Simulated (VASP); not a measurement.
Input of a VASP 6.6.1 run:

INCAR

```
PREC     = Accurate       # precision mode
ENCUT    = 500            # plane-wave cutoff, eV
EDIFF    = 1E-6           # SCF threshold, eV
ISMEAR   = 0              # smearing method
SIGMA    = 0.1            # smearing width, eV
LREAL    = F              # projectors in reciprocal space
LASPH    = T              # aspherical terms in the spheres
NELM     = 120            # most SCF steps
ALGO     = Normal         # electronic algorithm
ISIF     = 2              # what is computed and relaxed
LWAVE    = F              # write WAVECAR
LCHARG   = F              # write CHGCAR
GGA      = PS             # functional
NBANDS   = 31             # bands
GGA_COMPAT= F
```

File KPOINTS:

```
regular mesh
0
Gamma
  4 4 4
```

The input POSCAR:

```
Al3InSb4
1.0
   -3.1108750000      3.1108750000      0.0000000000
   -3.1108750000     -6.2217500000      3.1108750000
    3.1108750000      3.1108750000      6.2217500000
In Al Sb
1 3 4
Direct
    0.0000000000      0.0000000000      0.0000000000
    0.7500000000      0.5000000000      0.2500000000
    0.5000000000      0.0000000000      0.5000000000
    0.2500000000      0.5000000000      0.7500000000
    0.1875000000      0.3750000000      0.0625000000
    0.9375000000      0.8750000000      0.3125000000
    0.6875000000      0.3750000000      0.5625000000
    0.4375000000      0.8750000000      0.8125000000
```

Potentials or basis: VASP PAW PBE potentials, release 64 (In_d, Al, Sb).

The run is started by

```bash
$ cat potpaw_PBE.64/In_d/POTCAR potpaw_PBE.64/Al/POTCAR potpaw_PBE.64/Sb/POTCAR > POTCAR
$ mpirun -np 1 vasp_std > vasp.out
```

What does it give for the band gap on the k mesh?

1.02 eV.

Predict the largest force.

1.146 eV/Å.

Predict the pressure.

1.1 GPa.

Stress tensor (GPa, compression positive):
```
 1.25 -0.28  0.01
-0.28  1.25  0.01
 0.01  0.01  0.87
```

Caveat: the PAW data sets were made with another functional, which shifts forces and pressure a little; spin-orbit coupling is left out, which moves the levels of the heavy elements. A k mesh can miss the band edges.
